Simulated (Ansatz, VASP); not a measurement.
# Ca2AlO: VASP beside Ansatz

```
Ca Al O
1.0
     5.42803    0.00000    0.00000
     0.00000    5.42803    0.00000
     0.00000    0.00000    3.63479
Ca Al O
2 1 1
Direct
  0.00000 0.50000 0.00000
  0.50000 0.00000 0.00000
  0.50000 0.50000 0.00000
  0.00000 0.00000 0.00000
```

Alike in both runs: task relaxation of cell and atoms; functional PBE; k mesh 8 × 8 × 12; occupations gaussian, width 0.1 eV; no spin polarisation.

```csv
,VASP,Ansatz
version,VASP 6.6.1,Ansatz 0.2.0
potentials or method,"VASP PAW PBE potentials, release 64 (Ca_sv, Al, O), cutoff 600 eV","scalar-relativistic, plane waves, PAW"
valence electrons in the cell,29,29
```

Ansatz gave:

```
gap on the k mesh at the Fermi level, each at its own relaxed structure (eV) : none
relaxed volume (Å³/atom)                                                     : 26.77
relaxed length of the cell vector where the two differ most in proportion (Å)              : 3.610
```

Question: Which values does VASP return?

Answer: gap on the k mesh at the Fermi level, each at its own relaxed structure (eV): none; relaxed volume (Å³/atom): 26.77; relaxed length of the cell vector where the two differ most in proportion (Å): 3.606.

A gap of «none» marks a metal or a gap that the smearing closes.
